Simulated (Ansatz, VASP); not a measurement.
# KCl: VASP beside Ansatz

POSCAR

```
KCl
1.0
    0.0000000000      3.5072828304      3.5598920729
    3.5072828304      0.0000000000      3.5598920729
    3.5072828304      3.5072828304      0.0000000000
K Cl
1 1
Direct
    0.0000000000      0.0000000000      0.0000000000
    0.2500000000      0.2500000000      0.2500000000
```

Contents of INCAR.step1:

```
ALGO = Normal ; EDIFF = 1E-4
ENCUT = 520 ; GGA = PE
ISMEAR = 0 ; LASPH = True
LCHARG = False ; LREAL = False
LWAVE = True ; NBANDS = 15
NELM = 60 ; PREC = Accurate
SIGMA = 0.01
```

The input INCAR.step2:

```
ALGO = Normal ; EDIFF = 1E-7
ENCUT = 520 ; ISIF = 2
ISMEAR = 0 ; ISTART = 1
LASPH = True ; LCHARG = False
LMIXTAU = True ; LREAL = False
LWAVE = False ; METAGGA = R2SCAN
NBANDS = 15 ; NELM = 60
PREC = Accurate ; SIGMA = 0.01
```

Contents of KPOINTS:

```
k-points
0
Gamma
  6 6 6
```

Input for Ansatz:

```yaml
crystal:
  lattice:
    - [0.0, 3.5072828304, 3.5598920729]
    - [3.5072828304, 0.0, 3.5598920729]
    - [3.5072828304, 3.5072828304, 0.0]
  atoms:
    - { symbol: K, position: [0.0, 0.0, 0.0] }
    - { symbol: Cl, position: [0.25, 0.25, 0.25] }
kpoints:
  mp_grid: { grid: [6, 6, 6] }
  band_path:
    path:
      - [0.0, 0.0, 0.0]
      - [-0.5, -0.5, 0.0]
      - [-0.375, -0.375, 0.25]
      - [-0.375, 0.0, 0.375]
      - [0.0, 0.0, 0.5]
      - [-0.5, -0.25, 0.25]
    npoints: 1
hamiltonian:
  xc: r2scan
scf:
  occupations: { method: fixed }
  n_extra_bands: 4
output:
  forces: true
  stress: true
  eigenvalues: true
```

Change from the starting cell: uniaxial_z strain +1.5%.

Alike in both runs: task single point; functional r2SCAN; k mesh 6 × 6 × 6; no spin polarisation.

|  | VASP | Ansatz |
| --- | --- | --- |
| version | VASP 6.6.1 | Ansatz 0.2.0 |
| potentials or method | VASP PAW PBE potentials, release 64 (K_sv, Cl) | plane waves, PAW |
| plane-wave cutoff (eV) | 520 | 500 |
| occupations | gaussian, width 0.01 eV | fixed |
| valence electrons in the cell | 16 | 16 |

|  | VASP | Ansatz | Ansatz less VASP |
| --- | --- | --- | --- |
| gap on the k mesh at the Fermi level (eV) | 5.32 | 5.32 | -0.002 |
| pressure (GPa) | -0.2 | -0.2 | +0.02 |

VASP's potentials were made for PBE, not for r2SCAN.
